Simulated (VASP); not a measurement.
# Ti (P6_3/mmc) in VASP: a series of runs, part 2 of 2

VASP 6.6.1. Earlier steps stand in the parts before.

## (3) Single point, r2SCAN+D4

This run uses another cell than the first one, of 18.34 Å³/atom.

Contents of POSCAR:

```
Ti
1.0
    2.9927535775      0.0000000000      0.0000000000
   -1.4963767888      2.5918006254      0.0000000000
    0.0000000000      0.0000000000      4.7290138821
Ti
2
Direct
    0.3333333333      0.6666666667      0.2500000000
    0.6666666667      0.3333333333      0.7500000000
```

Contents of INCAR.step1:

```
SYSTEM = Ti
ALGO     = Normal         ! electronic algorithm
EDIFF    = 1E-4           ! SCF threshold, eV
ENCUT    = 520            ! plane-wave cutoff, eV
GGA      = PE             ! functional
ISMEAR   = 0              ! smearing method
LASPH    = .True.         ! aspherical terms in the spheres
LCHARG   = .False.        ! write CHGCAR
LREAL    = .False.        ! projectors in reciprocal space
LWAVE    = .True.         ! write WAVECAR
NBANDS   = 19             ! bands
NELM     = 100            ! most SCF steps
PREC     = Accurate       ! precision mode
SIGMA    = 0.1            ! smearing width, eV
```

Contents of INCAR.step2:

```
SYSTEM = Ti
ALGO     = Normal         ! electronic algorithm
EDIFF    = 1E-6           ! SCF threshold, eV
ENCUT    = 520            ! plane-wave cutoff, eV
ISIF     = 2              ! what is computed and relaxed
ISMEAR   = 0              ! smearing method
ISTART   = 1            
IVDW     = 13             ! dispersion correction
LASPH    = .True.         ! aspherical terms in the spheres
LCHARG   = .False.        ! write CHGCAR
LMIXTAU  = .True.       
LREAL    = .False.        ! projectors in reciprocal space
LWAVE    = .False.        ! write WAVECAR
METAGGA  = R2SCAN         ! meta-GGA
NBANDS   = 19             ! bands
NELM     = 100            ! most SCF steps
PREC     = Accurate       ! precision mode
SIGMA    = 0.1            ! smearing width, eV
VDW_A1   = 0.51559235   
VDW_A2   = 5.77342911   
VDW_S6   = 1.0          
VDW_S8   = 0.6018749
```

Contents of KPOINTS:

```
k-points
0
Gamma
  18 18 10
  0 0 0
```

Potentials or basis: VASP PAW PBE potentials, release 64 (Ti_sv).

Command:

```sh
$ cat potpaw_PBE.64/Ti_sv/POTCAR > POTCAR
$ cp INCAR.step1 INCAR
$ mpirun -np 1 vasp_std > vasp.out
$ cp INCAR.step2 INCAR
$ mpirun -np 1 vasp_std > vasp.out
```

OUTCAR:

```text
SYSTEM = Ti
   EDIFF = 1E-6
   ENCUT = 520
   ISIF = 2
   ISMEAR = 0
   ISTART = 1
   IVDW = 13
   LASPH = .True.
   LREAL = .False.
   METAGGA = R2SCAN
   NELM = 100
   PREC = Accurate

 ion  position               nearest neighbor table
   1  0.333  0.667  0.250-
   2  0.667  0.333  0.750-

  LATTYP: Found a hexagonal cell.
 ALAT       =     2.9927535775
 C/A-ratio  =     1.5801547838

  Lattice vectors:

 A1 = (   2.9927535775,   0.0000000000,   0.0000000000)
 A2 = (  -1.4963767888,   2.5918006254,   0.0000000000)
 A3 = (   0.0000000000,   0.0000000000,   4.7290138821)

Analysis of symmetry for initial positions (statically):
=====================================================================
 Subroutine PRICEL returns:
 Original cell was already a primitive cell.

 Routine SETGRP: Setting up the symmetry group for a
 hexagonal supercell.

 Subroutine GETGRP returns: Found 24 space group operations
 (whereof 12 operations were pure point group operations)
 out of a pool of 24 trial point group operations.

The static configuration has the point symmetry D_3d.
 The point group associated with its full space group is D_6h.

Analysis of symmetry for dynamics (positions and initial velocities):
=====================================================================
 Subroutine PRICEL returns:
 Original cell was already a primitive cell.

 Routine SETGRP: Setting up the symmetry group for a
 hexagonal supercell.

 Subroutine GETGRP returns: Found 24 space group operations
 (whereof 12 operations were pure point group operations)
 out of a pool of 24 trial point group operations.

The dynamic configuration has the point symmetry D_3d.
 The point group associated with its full space group is D_6h.

 Subroutine INISYM returns: Found 24 space group operations
 (whereof 12 operations are pure point group operations),
 and found     1 'primitive' translations

----------------------------------------------------------------------------------------
[... 112 lines left out ...]
     AMIX     =   0.40;   BMIX     =  1.00
     AMIX_MAG =   1.60;   BMIX_MAG =  1.00
  volume/ion in A,a.u.               =      18.34       123.77
  Fermi-wavevector in a.u.,A,eV,Ry     =   1.421229  2.685734 27.482315  2.019893
  Thomas-Fermi vector in A             =   2.542061
   LORBIT       =      0    0 simple, 1 ext, 2 COOP (PROOUT), +10 PAW based schemes
   METAGGA = R2SCAN    functional components
   LHFCALC =     F    Hartree Fock is set to
   AEXX    =    0.0000 exact exchange contribution
   IVDW    =    13    specifies the selected vdW correction
   LEPSILON=     F    determine dielectric tensor
   LRPA    =     F    only Hartree local field effects (RPA)
 non-spin polarized calculation
 Gauss-broadening in eV      SIGMA  =   0.10
  energy-cutoff  :      520.00
  volume of cell :       36.68
 maximum number of plane-waves:      1020
 NGX is ok and might be reduce to    24
   NGX = 11   NGY = 11   NGZ = 17

 number of electron      24.0000000 magnetization

 Free energy of the ion-electron system (eV)
  ---------------------------------------------------
  ext. energy  EPLUGINS =         0.00000000
  ---------------------------------------------------
  free energy    TOTEN  =       -25.86951848 eV

  energy without entropy =      -25.86064764  energy(sigma->0) =      -25.86508306

 E-fermi :   7.8345     XC(G=0): -12.1202

 val. band max:        7.8310279367   @ k =   0.2222   0.2222   0.5000
 cond. band min:       7.8457930298   @ k =   0.1111   0.1111   0.3000
 fundamental gap:      0.0147650932
 Fermi energy:         7.8345079213

 k-point     1 :       0.0000    0.0000    0.0000
  band No.  band energies     occupation
      1     -51.5182      2.00000
      2     -51.4022      2.00000
      3     -27.0185      2.00000
      4     -26.4531      2.00000
      5     -26.4530      2.00000
      6     -26.3987      2.00000
[... 505 lines left out ...]
      6     -26.5968      2.00000
[... 11 lines left out ...]
     18      11.3163      0.00000
     19      11.9169      0.00000

 [... further k-points ...]

------------------------ aborting loop because EDIFF is reached ----------------------------------------

  DFT-D4 for vdW energy calculation

  Edisp (eV):   -0.12786

  FORCE on cell =-STRESS in cart. coord.  units (eV):
  Direction    XX          YY          ZZ          XY          YZ          ZX
  --------------------------------------------------------------------------------------
  -------------------------------------------------------------------------------------
  Total      -1.46319    -1.46319    -1.44563     0.00000     0.00000     0.00000
  in kB     -63.90994   -63.90994   -63.14298     0.00000     0.00000     0.00000
  external pressure =      -63.65 kB  Pullay stress =        0.00 kB

 VOLUME and BASIS-vectors are now :
 -----------------------------------------------------------------------------
  energy-cutoff  :      520.00
  volume of cell :       36.68
      direct lattice vectors                 reciprocal lattice vectors
     2.992753577  0.000000000  0.000000000     0.334140441  0.192916074  0.000000000
    -1.496376789  2.591800625  0.000000000     0.000000000  0.385832147  0.000000000
     0.000000000  0.000000000  4.729013882     0.000000000  0.000000000  0.211460576

 POSITION                                       TOTAL-FORCE (eV/Angst)
 -----------------------------------------------------------------------------------
     -0.00000      1.72787      1.18225        -0.000000      0.000000      0.000000
      1.49638      0.86393      3.54676         0.000000     -0.000000      0.000000
 -----------------------------------------------------------------------------------
    total drift:                                0.000000     -0.000000      0.000000

  FREE ENERGIE OF THE ION-ELECTRON SYSTEM (eV)
  ---------------------------------------------------
  free  energy   TOTEN  =       -25.9973794768 eV

  energy  without entropy=      -25.9885086346  energy(sigma->0) =      -25.99294406
```

OUTCAR.step1:

```text
SYSTEM = Ti
   EDIFF = 1E-4
   ENCUT = 520
   GGA = PE
   ISMEAR = 0
   LASPH = .True.
   LREAL = .False.
[... 752 lines left out ...]
     -0.00000      1.72787      1.18225         0.000000      0.000000      0.000000
      1.49638      0.86393      3.54676        -0.000000      0.000000      0.000000
 -----------------------------------------------------------------------------------
    total drift:                                0.000000     -0.000000      0.000000

  FREE ENERGIE OF THE ION-ELECTRON SYSTEM (eV)
  ---------------------------------------------------
  free  energy   TOTEN  =       -15.6417443119 eV

  energy  without entropy=      -15.6315373677  energy(sigma->0) =      -15.63664084
```

It took 5.5 min on 1 thread of Intel Xeon Platinum 8259CL at 2.50GHz (Skylake/Cascade Lake), shared host; peak memory 0.25 GiB.

Results:

```
Free energy                : -25.9974 eV
Pressure                   : -6.4 GPa
Band gap on the k mesh     : zero (bands 12 and 13 overlap by 1.20 eV)
Dispersion energy per atom : -0.064 eV
```

Stress tensor (GPa, compression positive):
```
-6.39  0.00  0.00
 0.00 -6.39  0.00
 0.00  0.00 -6.31
```

Levels at points of the mesh, in eV from the Fermi level:
| k point | band 8 | band 9 | band 10 | band 11 | band 12 | band 13 | band 14 | band 15 | band 16 | band 17 |
| --- | --- | --- | --- | --- | --- | --- | --- | --- | --- | --- |
| (0.00, 0.00, 0.00) | -34.20 | -6.50 | -2.73 | 0.43 | 0.82 | 0.82 | 0.93 | 1.31 | 1.31 | 1.70 |
| (0.50, 0.00, 0.00) | -34.26 | -2.46 | -2.13 | -1.80 | -0.90 | 0.58 | 0.65 | 1.18 | 3.29 | 3.51 |
| (0.00, 0.00, 0.50) | -34.24 | -4.63 | -4.63 | 0.07 | 0.07 | 0.74 | 0.74 | 0.74 | 0.74 | 2.83 |
| (0.50, 0.00, 0.50) | -34.34 | -2.54 | -2.54 | -0.82 | -0.82 | 1.10 | 1.10 | 1.79 | 1.79 | 3.42 |

Caveat: the cell stands under tension; the PAW data sets were made with another functional, which shifts forces and pressure a little.

## (4) Relaxation of shape and atoms at fixed volume, r2SCAN (17.82 Å³/atom)

Contents of POSCAR:

```
Ti
1.0
    2.9642494311      0.0000000000      0.0000000000
   -1.4821247155      2.5671153104      0.0000000000
    0.0000000000      0.0000000000      4.6839729188
Ti
2
Direct
    0.3333333333      0.6666666667      0.2500000000
    0.6666666667      0.3333333333      0.7500000000
```

Contents of INCAR.step1:

```
SYSTEM = Ti
PREC     = Accurate       ! precision mode
ENCUT    = 600            ! plane-wave cutoff, eV
ISMEAR   = 0              ! smearing method
SIGMA    = 0.1            ! smearing width, eV
LREAL    = .False.        ! projectors in reciprocal space
LASPH    = .True.         ! aspherical terms in the spheres
NELM     = 100            ! most SCF steps
GGA      = PE             ! functional
ALGO     = Normal         ! electronic algorithm
EDIFF    = 1E-4           ! SCF threshold, eV
LWAVE    = .True.         ! write WAVECAR
LCHARG   = .False.        ! write CHGCAR
```

Contents of INCAR.step2:

```
SYSTEM = Ti
PREC     = Accurate       ! precision mode
ENCUT    = 600            ! plane-wave cutoff, eV
EDIFF    = 1E-7           ! SCF threshold, eV
ISMEAR   = 0              ! smearing method
SIGMA    = 0.1            ! smearing width, eV
LREAL    = .False.        ! projectors in reciprocal space
LASPH    = .True.         ! aspherical terms in the spheres
NELM     = 100            ! most SCF steps
ALGO     = Normal         ! electronic algorithm
ISIF     = 4              ! what is computed and relaxed
LWAVE    = .False.        ! write WAVECAR
LCHARG   = .False.        ! write CHGCAR
METAGGA  = R2SCAN         ! meta-GGA
LMIXTAU  = .True.       
IBRION   = 2              ! ionic algorithm
NSW      = 50             ! ionic steps
EDIFFG   = -0.01          ! ionic threshold
ISTART   = 1
```

Contents of KPOINTS:

```
regular mesh
0
Gamma
  18 18 10
  0 0 0
```

Command:

```sh
$ cat potpaw_PBE.64/Ti_sv/POTCAR > POTCAR
$ cp INCAR.step1 INCAR
$ mpirun -np 1 vasp_std > vasp.out
$ cp INCAR.step2 INCAR
$ mpirun -np 1 vasp_std > vasp.out
```

Run time: 8.1 min. Hardware: 1 thread of Oxide Virtual Turin-like, shared host; peak memory 0.24 GiB.

The run converged. Its results:

```
Free energy             : -25.8970 eV
Pressure after relaxing : -2.9 GPa
Band gap on the k mesh  : zero (bands 12 and 13 overlap by 1.21 eV)
```

Final structure:
```yaml
crystal:
  lattice:
    - [2.96425, 0.00000, 0.00000]
    - [-1.48212, 2.56712, 0.00000]
    - [0.00000, 0.00000, 4.68397]
  atoms:
    - { symbol: Ti, position: [0.33333, 0.66667, 0.25000] }
    - { symbol: Ti, position: [0.66667, 0.33333, 0.75000] }
```

Levels at points of the mesh, in eV from the Fermi level:
```tsv
k point	band 10	band 11	band 12	band 13	band 14	band 15
(0.00, 0.00, 0.00)	-2.80	0.50	0.84	0.84	0.95	1.35
(0.50, 0.00, 0.00)	-2.21	-1.87	-0.88	0.59	0.67	1.23
(0.00, 0.00, 0.50)	-4.66	0.06	0.06	0.75	0.75	0.75
(0.50, 0.00, 0.50)	-2.62	-0.85	-0.85	1.16	1.16	1.84
```

Caveat: the relaxation stopped at its first step, so nothing moved; the PAW data sets were made with another functional, which shifts forces and pressure a little.

## (5) Overview

```tsv
task	level	cell	cutoff (eV)	gap on the mesh (eV)	pressure (GPa)
single point	r2SCAN	a = 2.964, b = 2.964, c = 4.684 Å, angles 90.0, 90.0, 120.0°, 2 atoms	520	none	-2.9
single point	r2SCAN+D4	a = 2.993, b = 2.993, c = 4.729 Å, angles 90.0, 90.0, 120.0°, 2 atoms	520	none	-6.4
relaxation of shape and atoms at fixed volume	r2SCAN	relaxed from a = 2.964, b = 2.964, c = 4.684 Å, angles 90.0, 90.0, 120.0°, 2 atoms	600	none	-2.9
```

Alike in all rows: potentials or basis VASP PAW PBE potentials, release 64 (Ti_sv); no spin polarisation; k mesh 18 × 18 × 10; smearing gaussian 0.1 eV.

Caveats: the PAW data sets were made with another functional, which shifts forces and pressure a little; the cell stands under tension (at least some runs); the relaxation stopped at its first step, so nothing moved (at least some runs).

Absolute energies hang on the potentials; compare differences alone.
